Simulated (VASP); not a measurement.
Wanted: the native input for a VASP 6.6.1 run.

* Task: single point
* Functional: r2SCAN
* Potentials or basis: VASP PAW PBE potentials, release 64 (Zn)
* Cutoff: 520 eV
* k mesh: 18 × 18 × 10
* Occupations: gaussian, width 0.05 eV
* Spin: no spin polarisation
* Dipole correction: no
* Further INCAR settings: ALGO = Normal; EDIFF = 1e-06; NBANDS = 19

Crystal: Zn.

```
CELL_PARAMETERS angstrom
2.59484 0.00000 0.00000
-1.29742 2.24720 0.00000
0.00000 0.00000 4.98629
ATOMIC_POSITIONS crystal
Zn 0.33333 0.66667 0.75000
Zn 0.66667 0.33333 0.25000
```

The input as run:

POSCAR

```
Zn
1.0
    2.5948447001      0.0000000000      0.0000000000
   -1.2974223501      2.2472014291      0.0000000000
    0.0000000000      0.0000000000      4.9862945716
Zn
2
Direct
    0.3333333333      0.6666666667      0.7500000000
    0.6666666667      0.3333333333      0.2500000000
```

INCAR.step1

```
PREC = Accurate
ENCUT = 520
ISMEAR = 0
SIGMA = 0.05
LREAL = False
LASPH = True
NELM = 80
NBANDS = 19
GGA = PE
ALGO = Normal
EDIFF = 1E-4
LWAVE = True
LCHARG = False
```

INCAR.step2

```
PREC = Accurate
ENCUT = 520
EDIFF = 1E-6
ISMEAR = 0
SIGMA = 0.05
LREAL = False
LASPH = True
NELM = 80
ALGO = Normal
ISIF = 2
LWAVE = False
LCHARG = True
METAGGA = R2SCAN
LMIXTAU = True
LELF = True
LVHAR = True
NBANDS = 19
ISTART = 1
```

KPOINTS

```
Automatic mesh
0
Gamma
  18 18 10
```

Potentials or basis: VASP PAW PBE potentials, release 64 (Zn).

Run with:

```bash
$ cat potpaw_PBE.64/Zn/POTCAR > POTCAR
$ cp INCAR.step1 INCAR
$ mpirun -np 1 vasp_std > vasp.out
$ cp INCAR.step2 INCAR
$ mpirun -np 1 vasp_std > vasp.out
```

It gave:

| Quantity | Value |
| --- | --- |
| Pressure | 0.5 GPa |
| Band gap on the k mesh | zero (band 12 reaches 5.09 eV, above the bottom of band 13 at -0.21 eV) |

Caveat: the PAW data sets were made with another functional, which shifts forces and pressure a little.

Run time: 9.9 min on 1 thread of Intel Xeon 8259CL (shared host), peak memory 0.22 GiB.
